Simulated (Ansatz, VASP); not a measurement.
**One calculation of LiTi3, two programs**

The input INCAR:

```
SYSTEM = LiTi3
PREC     = Accurate       ! precision mode
ENCUT    = 600            ! plane-wave cutoff, eV
EDIFF    = 1E-7           ! SCF threshold, eV
ISMEAR   = 0              ! smearing method
SIGMA    = 0.1            ! smearing width, eV
LREAL    = .False.        ! projectors in reciprocal space
LASPH    = .True.         ! aspherical terms in the spheres
NELM     = 80             ! most SCF steps
ALGO     = Normal         ! electronic algorithm
ISIF     = 3              ! what is computed and relaxed
LWAVE    = .False.        ! write WAVECAR
LCHARG   = .False.        ! write CHGCAR
GGA      = PE             ! functional
IBRION   = 2              ! ionic algorithm
NSW      = 90             ! ionic steps
EDIFFG   = -0.04          ! ionic threshold
```

File KPOINTS:

```
regular mesh
0
Gamma
  6 6 6
  0 0 0
```

The input POSCAR:

```
LiTi3
1.0
   -1.8431181390      1.8431181390      4.1170950637
    1.8431181390     -1.8431181390      4.1170950637
    1.8431181390      1.8431181390     -4.1170950637
Li Ti
1 3
Direct
    0.0000000000      0.0000000000      0.0000000000
    0.5000000000      0.5000000000      0.0000000000
    0.2500000000      0.7500000000      0.5000000000
    0.7500000000      0.2500000000      0.5000000000
```

Input for Ansatz:

```yaml
crystal:
  lattice:
    - [-1.843118139, 1.843118139, 4.1170950637]
    - [1.843118139, -1.843118139, 4.1170950637]
    - [1.843118139, 1.843118139, -4.1170950637]
  atoms:
    - { symbol: Li, position: [0.0, 0.0, 0.0] }
    - { symbol: Ti, position: [0.5, 0.5, 0.0] }
    - { symbol: Ti, position: [0.25, 0.75, 0.5] }
    - { symbol: Ti, position: [0.75, 0.25, 0.5] }
basis:
  ecutwfc: 420
kpoints:
  mp_grid: { grid: [6, 6, 6] }
hamiltonian:
  xc: pbe
scf:
  occupations: { method: gaussian, width: 0.1 }
  lower_state_search: "off"
output:
  forces: true
  stress: true
  eigenvalues: true
relax:
  adjacent_minimum: "off"
  f_tol: 0.04
  max_steps: 70
  cell: { stress_tol: 0.4 }
```

Alike in both runs: task relaxation of cell and atoms; functional PBE; k mesh 6 × 6 × 6; occupations gaussian, width 0.1 eV; no spin polarisation.

```csv
,VASP,Ansatz
version,VASP 6.6.1,Ansatz 0.2.0
potentials or method,"VASP PAW PBE potentials, release 64 (Li_sv, Ti_sv), cutoff 600 eV","scalar-relativistic, plane waves, PAW"
valence electrons in the cell,39,39
```

|  | VASP | Ansatz | Ansatz less VASP |
| --- | --- | --- | --- |
| gap on the k mesh at the Fermi level, each at its own relaxed structure (eV) | none | none | - |
| relaxed volume (Å³/atom) | 16.55 | 16.58 | +0.032 |
| relaxed length of the cell vector where the two differ most in proportion (Å) | 5.015 | 5.011 | -0.0040 |

A gap of «none» marks a metal or a gap that the smearing closes.

The k mesh is coarse, so the values compare programs but aren't converged. Noted on VASP's run: the cutoff is under 1.25 times that of the potentials, so the pressure is a little rough; the volume moved by over 15 % at a fixed basis, so the end points are rough.
